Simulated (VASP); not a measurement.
# SnO (Romarchite) (P4/nmm) in VASP: further runs, part 2 of 3

VASP 6.6.1.

### 4 Single point, PBE

This run uses another cell than the first one, of 16.76 Å³/atom, 1.091 times its volume.

INCAR reads:

```
PREC = Accurate
ENCUT = 520
EDIFF = 1E-6
ISMEAR = -1
SIGMA = 0.05
LREAL = False
LASPH = True
NELM = 100
ALGO = Normal
ISIF = 2
LWAVE = False
LCHARG = False
GGA = PE
NBANDS = 28
```

KPOINTS reads:

```
Automatic mesh
0
Gamma
  5 5 4
```

POSCAR reads:

```
SnO
1.0
    3.7472612742      0.0000000000      0.0000000000
    0.0000000000      3.7472612742      0.0000000000
    0.0000000000      0.0000000000      4.7753757638
Sn O
2 2
Direct
    0.5000000000      0.0000000000      0.2369000000
    0.0000000000      0.5000000000      0.7631000000
    0.0000000000      0.0000000000      0.0000000000
    0.5000000000      0.5000000000      0.0000000000
```

Potentials or basis: VASP PAW PBE potentials, release 64 (Sn_d, O).

Command:

```bash
> cat potpaw_PBE.64/Sn_d/POTCAR potpaw_PBE.64/O/POTCAR > POTCAR
> mpirun -np 1 vasp_std > vasp.out
```

OUTCAR:

```text
PREC = Accurate
   ENCUT = 520
   EDIFF = 1E-6
   ISMEAR = -1
   LREAL = False
   LASPH = True
   NELM = 100
   ISIF = 2
   GGA = PE

 ion  position               nearest neighbor table
   1  0.500  0.000  0.237-   3 2.19   4 2.19   4 2.19   3 2.19   2 3.48   2 3.48   2 3.48   2 3.48
                             2 3.65   2 3.65   2 3.65   2 3.65
   2  0.000  0.500  0.763-   3 2.19   4 2.19   3 2.19   4 2.19   1 3.48   1 3.48   1 3.48   1 3.48
                             1 3.65   1 3.65   1 3.65   1 3.65
   3  0.000  0.000  0.000-   1 2.19   2 2.19   2 2.19   1 2.19
   4  0.500  0.500  0.000-   1 2.19   2 2.19   1 2.19   2 2.19

  LATTYP: Found a simple tetragonal cell.
 ALAT       =     3.7472612742
 C/A-ratio  =     1.2743642395

  Lattice vectors:

 A1 = (   3.7472612742,   0.0000000000,   0.0000000000)
 A2 = (   0.0000000000,   3.7472612742,   0.0000000000)
 A3 = (   0.0000000000,   0.0000000000,   4.7753757638)

Analysis of symmetry for initial positions (statically):
=====================================================================
 Subroutine PRICEL returns:
 Original cell was already a primitive cell.

 Routine SETGRP: Setting up the symmetry group for a
 simple tetragonal supercell.

 Subroutine GETGRP returns: Found 16 space group operations
 (whereof  8 operations were pure point group operations)
 out of a pool of 16 trial point group operations.

The static configuration has the point symmetry D_2d.
 The point group associated with its full space group is D_4h.

Analysis of symmetry for dynamics (positions and initial velocities):
=====================================================================
 Subroutine PRICEL returns:
 Original cell was already a primitive cell.

 Routine SETGRP: Setting up the symmetry group for a
 simple tetragonal supercell.

 Subroutine GETGRP returns: Found 16 space group operations
 (whereof  8 operations were pure point group operations)
 out of a pool of 16 trial point group operations.

The dynamic configuration has the point symmetry D_2d.
 The point group associated with its full space group is D_4h.

 Subroutine INISYM returns: Found 16 space group operations
 (whereof  8 operations are pure point group operations),
 and found     1 'primitive' translations

----------------------------------------------------------------------------------------

                                     Primitive cell

  volume of cell :      67.0557

  direct lattice vectors                    reciprocal lattice vectors
     3.747261274  0.000000000  0.000000000     0.266861563  0.000000000  0.000000000
     0.000000000  3.747261274  0.000000000     0.000000000  0.266861563  0.000000000
     0.000000000  0.000000000  4.775375764     0.000000000  0.000000000  0.209407605

  length of vectors
     3.747261274  3.747261274  4.775375764     0.266861563  0.266861563  0.209407605

  position of ions in fractional coordinates (direct lattice)
     0.500000000  0.000000000  0.236900000
     0.000000000  0.500000000  0.763100000
     0.000000000  0.000000000  0.000000000
     0.500000000  0.500000000  0.000000000

  ion indices of the primitive-cell ions
   primitive index   ion index
                 1           1
                 2           2
                 3           3
                 4           4

[... 28 lines left out ...]
  0.000000  0.000000  0.000000      1.000000
  0.200000  0.000000  0.000000      4.000000
  0.400000  0.000000  0.000000      4.000000
  0.200000  0.200000  0.000000      4.000000
  0.400000  0.200000  0.000000      8.000000
  0.400000  0.400000  0.000000      4.000000
[... 10 lines left out ...]
  0.400000  0.200000  0.500000      8.000000
  0.400000  0.400000  0.500000      4.000000
   k-points           NKPTS =     18   k-points in BZ     NKDIM =     18   number of bands    NBANDS=     28
   number of dos      NEDOS =    301   number of ions     NIONS =      4
   total plane-waves  NPLWV =  28224
   dimension x,y,z NGX =    28 NGY =   28 NGZ =   36
   dimension x,y,z NGXF=    56 NGYF=   56 NGZF=   72
   ions per type =               2   2
   NGX,Y,Z   is equivalent  to a cutoff of  12.42, 12.42, 12.53 a.u.
   NGXF,Y,Z  is equivalent  to a cutoff of  24.84, 24.84, 25.07 a.u.
 SYSTEM =  unknown system
   PREC   = accura    normal or accurate (medium, high low for compatibility)
   ISTART =      0    job   : 0-new  1-cont  2-samecut
   ICHARG =      2    charge: 1-file 2-atom 10-const
   ISPIN  =      1    spin polarized calculation?
   LNONCOLLINEAR =      F non collinear calculations
   LSORBIT =      F    spin-orbit coupling
   LASPH  =      T    aspherical Exc in radial PAW
   ENCUT  =  520.0 eV  38.22 Ry    6.18 a.u.   6.97  6.97  8.88*2*pi/ulx,y,z
   NELM   =    100;   NELMIN=  2; NELMDL= -5     # of ELM steps
   EDIFF  = 0.1E-05   stopping-criterion for ELM
   LREAL  =      F    real-space projection
   EDIFFG = 0.1E-04   stopping-criterion for IOM
   NSW    =      0    number of steps for IOM
   IBRION =     -1    ionic relax: 0-MD 1-quasi-New 2-CG
   NFREE  =      0    steps in history (QN), initial steepest desc. (CG)
   ISIF   =      2    stress and relaxation
   ISYM   =      2    0-nonsym 1-usesym 2-fastsym
   POTIM  = 0.5000    time-step for ionic-motion
   TEBEG  =    0.0;   TEEND  =   0.0 temperature during run
   PSTRESS=    0.0 pullay stress
   NELECT =      40.0000    total number of electrons
   NUPDOWN=      -1.0000    fix difference up-down
   EMIN   =  10.00;   EMAX   =-10.00  energy-range for DOS
   EFERMI =   0.00;   METHOD = LEGACY
   ISMEAR =    -1;   SIGMA  =   0.05  broadening in eV -4-tet -1-fermi 0-gaus
   EFERMI_NEDOS =   21; number of points for ismear=-14 and -15
   IALGO  =     38    algorithm
   IMIX   =      4    mixing-type and parameters
     AMIX     =   0.40;   BMIX     =  1.00
     AMIX_MAG =   1.60;   BMIX_MAG =  1.00
  volume/ion in A,a.u.               =      16.76       113.13
  Fermi-wavevector in a.u.,A,eV,Ry     =   1.378107  2.604245 25.839904  1.899179
  Thomas-Fermi vector in A             =   2.503199
   LORBIT       =      0    0 simple, 1 ext, 2 COOP (PROOUT), +10 PAW based schemes
   GGA     = PE    functional components
   LHFCALC =     F    Hartree Fock is set to
   AEXX    =    0.0000 exact exchange contribution
   IVDW    =     0    specifies the selected vdW correction
   LEPSILON=     F    determine dielectric tensor
   LRPA    =     F    only Hartree local field effects (RPA)
 non-spin polarized calculation
  energy-cutoff  :      520.00
  volume of cell :       67.06
 maximum number of plane-waves:      1824
 NGX is ok and might be reduce to    28
   NGX = 13   NGY = 13   NGZ = 17

 number of electron      40.0000021 magnetization

 Free energy of the ion-electron system (eV)
  ---------------------------------------------------
  ext. energy  EPLUGINS =         0.00000000
  ---------------------------------------------------
  free energy    TOTEN  =       -22.52520000 eV

  energy without entropy =      -22.52458459  energy(sigma->0) =      -22.52489229

 E-fermi :   8.0330     XC(G=0): -10.4751

 val. band max:        7.8997668921   @ k =   0.0000   0.0000   0.0000
 cond. band min:       8.2354481719   @ k =   0.4000   0.4000   0.0000
 fundamental gap:      0.3356812798
 Fermi energy:         8.0329705903

 k-point     1 :       0.0000    0.0000    0.0000
  band No.  band energies     occupation
      1     -14.4488      2.00000
      2     -13.8977      2.00000
      3     -13.8977      2.00000
      4     -13.8927      2.00000
      5     -13.8347      2.00000
      6     -13.8330      2.00000
[... 547 lines left out ...]
     27      18.0180      0.00000
     28      18.0919      0.00000

------------------------ aborting loop because EDIFF is reached ----------------------------------------

  FORCE on cell =-STRESS in cart. coord.  units (eV):
  Direction    XX          YY          ZZ          XY          YZ          ZX
  --------------------------------------------------------------------------------------
  -------------------------------------------------------------------------------------
  Total        4.4617070      4.4617070      3.4890625      0.0000000      0.0000000      0.0000000
  in kB      106.6046444    106.6046444     83.3650143      0.0000000      0.0000000      0.0000000
  external PRESSURE =      98.8581010 kB  Pullay stress =       0.0000000 kB

 VOLUME and BASIS-vectors are now :
 -----------------------------------------------------------------------------
  energy-cutoff  :      520.00
  volume of cell :       67.06
      direct lattice vectors                 reciprocal lattice vectors
     3.747261274  0.000000000  0.000000000     0.266861563  0.000000000  0.000000000
     0.000000000  3.747261274  0.000000000     0.000000000  0.266861563  0.000000000
     0.000000000  0.000000000  4.775375764     0.000000000  0.000000000  0.209407605

 POSITION                                       TOTAL-FORCE (eV/Angst)
 -----------------------------------------------------------------------------------
      1.87363      0.00000      1.13129        -0.000000      0.000000      1.210068
      0.00000      1.87363      3.64409        -0.000000      0.000000     -1.210068
      0.00000      0.00000      0.00000        -0.000000      0.000000     -0.000000
      1.87363      1.87363      0.00000         0.000000     -0.000000     -0.000000
 -----------------------------------------------------------------------------------
    total drift:                                0.000000      0.000000      0.000000

  FREE ENERGIE OF THE ION-ELECTRON SYSTEM (eV)
  ---------------------------------------------------
  free  energy   TOTEN  =       -22.5251999996 eV

  energy  without entropy=      -22.5245845852  energy(sigma->0) =      -22.52489229
```

OSZICAR:

```text
N       E                     dE             d eps       ncg     rms          rms(c)
DAV:   1     0.424981760531E+03    0.42498E+03   -0.19788E+04  1044   0.222E+03
DAV:   2     0.357097055046E+02   -0.38927E+03   -0.37362E+03  1044   0.556E+02
DAV:   3    -0.233964598182E+02   -0.59106E+02   -0.58090E+02  1148   0.180E+02
DAV:   4    -0.260927492124E+02   -0.26963E+01   -0.26852E+01  1192   0.413E+01
DAV:   5    -0.261523282909E+02   -0.59579E-01   -0.59574E-01  1120   0.660E+00    0.118E+01
DAV:   6    -0.225149782519E+02    0.36374E+01   -0.15647E+01  1612   0.437E+01    0.479E+00
DAV:   7    -0.225425294109E+02   -0.27551E-01   -0.18590E+00  1184   0.835E+00    0.249E+00
DAV:   8    -0.225321766598E+02    0.10353E-01   -0.26253E-01  1412   0.384E+00    0.811E-01
DAV:   9    -0.225242574470E+02    0.79192E-02   -0.49098E-02  1544   0.249E+00    0.225E-01
DAV:  10    -0.225253286445E+02   -0.10712E-02   -0.62723E-03  1352   0.705E-01    0.109E-01
DAV:  11    -0.225251798543E+02    0.14879E-03   -0.12487E-03  1520   0.366E-01    0.225E-02
DAV:  12    -0.225252119980E+02   -0.32144E-04   -0.21925E-04  1048   0.830E-02    0.342E-02
DAV:  13    -0.225251997869E+02    0.12211E-04   -0.49222E-05  1360   0.777E-02    0.249E-03
DAV:  14    -0.225251999996E+02   -0.21274E-06   -0.54595E-06  1056   0.144E-02
   1 F= -.22525200E+02 E0= -.22524892E+02  d E =-.615414E-03
```

stdout:

```text
POSCAR found type information on POSCAR SnO
 POSCAR found :  2 types and       4 ions
 scaLAPACK will be used
 LDA part: xc-table for (Slater+PW92), standard interpolation
 POSCAR, INCAR and KPOINTS ok, starting setup
 FFT: planning ... GRIDC
 FFT: planning ... GRID_SOFT
 FFT: planning ... GRID
 WAVECAR not read
 entering main loop
```

Wall time 29 s (1 thread of AMD EPYC 7R43 (Zen 3), shared host); peak memory 0.14 GiB.

Results:

| Property | Result |
| --- | --- |
| Free energy | -22.5252 eV |
| Pressure | 9.9 GPa |
| Largest force | 1.210 eV/Å |
| Band gap on the k mesh | 0.34 eV, indirect (least direct gap 2.08 eV) |

Forces on the atoms (eV/Å):
```
Sn   0.000  0.000  1.210
Sn   0.000  0.000 -1.210
O    0.000  0.000  0.000
O    0.000  0.000  0.000
```

Caveat: spin-orbit coupling is left out, which moves the levels of the heavy elements; forces of over 1 eV/Å act on the atoms, so gaps and moduli don't describe the material at rest.

(Part 2 of 3 ends here.)
